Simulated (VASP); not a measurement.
Pb:

```
CELL_PARAMETERS angstrom
2.21567 1.27922 3.85728
-2.21567 1.27922 3.85728
0.00000 -2.55843 3.85728
ATOMIC_POSITIONS crystal
Pb 0.23364 0.23364 0.23364
Pb 0.76636 0.76636 0.76636
```

- Program: VASP 6.6.1
- Task: relaxation of cell and atoms
- Functional: PBE
- Potentials or basis: VASP PAW PBE potentials, release 64 (Pb_d)
- Cutoff: 600 eV
- k mesh: 6 × 6 × 6
- Occupations: gaussian, width 0.1 eV
- Spin: no spin polarisation

At the start: pressure 3.7 GPa; volume 32.80 Å³/atom.

**Question.** How do energy, volume and symmetry change on relaxing?

**Answer.** Over 8 steps the energy falls by 123.9 meV/atom and the volume is 34.42 Å³/atom (+4.9 %); space group R-3m (No. 166, to 0.05 Å).

Step by step:
| step | energy change (eV) | largest force (eV/Å) | pressure (GPa) | volume (Å³) |
| --- | --- | --- | --- | --- |
| 1 | 0.0000 | 1.1886 | 3.74 | 65.60 |
| 2 | -0.1489 | 0.5143 | -1.29 | 73.12 |
| 3 | -0.1490 | 0.5099 | -1.31 | 73.18 |
| 4 | -0.1987 | 0.3975 | -0.87 | 71.45 |
| 5 | -0.2402 | 0.1948 | 0.12 | 68.72 |
| 6 | -0.2438 | 0.1064 | 0.65 | 67.66 |
| 7 | -0.2477 | 0.0023 | -0.16 | 69.05 |
| 8 | -0.2478 | 0.0150 | -0.03 | 68.84 |

Final structure:
```xyz
2
Lattice="2.3162 1.3373 3.7042 -2.3162 1.3373 3.7042 0.0000 -2.6745 3.7042" Properties=species:S:1:pos:R:3 pbc="T T T"
Pb    0.0000    0.0000    2.7755
Pb    0.0000    0.0000    8.3370
```
